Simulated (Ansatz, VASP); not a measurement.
**Two plane-wave programs on Mg7Se**

```
Mg Se
1.0
    -3.56146    3.56146    3.56146
     3.56146   -3.56146    3.56146
     3.56146    3.56146   -3.56146
Mg Se
7 1
Direct
  0.00000 0.50000 0.50000
  0.50000 0.50000 0.50000
  0.50000 0.00000 0.50000
  0.00000 0.50000 0.00000
  0.50000 0.50000 0.00000
  0.50000 0.00000 0.00000
  0.00000 0.00000 0.50000
  0.00000 0.00000 0.00000
```

Alike in both runs: functional PBE; k mesh 6 × 6 × 6; occupations gaussian, width 0.1 eV; no spin polarisation.

Ansatz relaxed the structure, and its values are those at the end. VASP's run is a single point on that final structure, the one shown.

```csv
,VASP,Ansatz
version,VASP 6.6.1,Ansatz 0.2.0
potentials or method,"VASP PAW PBE potentials, release 64 (Mg, Se), cutoff 520 eV","scalar-relativistic, plane waves, PAW"
valence electrons in the cell,20,86
```

|  | VASP | Ansatz | Ansatz less VASP |
| --- | --- | --- | --- |
| gap on the k mesh at the Fermi level (eV) | none | none | - |
| pressure (GPa) | -0.1 | 0.0 | +0.12 |

A gap of «none» marks a metal or a gap that the smearing closes. VASP's potentials hold 20 valence electrons a cell and Ansatz's 86, so a difference there can come from the potentials and not from the codes.
